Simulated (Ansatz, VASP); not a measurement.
## AlN in VASP and in Ansatz

```xyz
4
Lattice="3.1168 0.0000 0.0000 -1.5584 2.6992 0.0000 0.0000 0.0000 4.7288" Properties=species:S:1:pos:R:3 pbc="T T T"
Al    0.0000    1.7995    3.5466
Al    1.5584    0.8997    1.1822
N     0.0000    1.7995    1.1822
N     1.5584    0.8997    3.5466
```

Alike in both runs: task single point; functional PBEsol; k mesh 12 × 12 × 6; occupations gaussian, width 0.05 eV; no spin polarisation.

|  | VASP | Ansatz |
| --- | --- | --- |
| version | VASP 6.6.1 | Ansatz 0.2.0 |
| potentials or method | VASP PAW PBE potentials, release 64 (Al, N), cutoff 520 eV | scalar-relativistic, plane waves, PAW |
| valence electrons in the cell | 16 | 16 |

Ansatz gave:

| Item | Value |
| --- | --- |
| gap on the k mesh at the Fermi level (eV) | 2.95 |
| least direct gap on the mesh (eV) | 2.95 |
| pressure (GPa) | 12.3 |
| traceless stress, the component that is largest in VASP (GPa) | -22.23 |

Problem. What did VASP give for the same quantities?

Solution. gap on the k mesh at the Fermi level (eV): 2.96; least direct gap on the mesh (eV): 2.96; pressure (GPa): 12.4; traceless stress, the component that is largest in VASP (GPa): -22.48.

VASP's potentials were made for PBE, not for PBEsol.
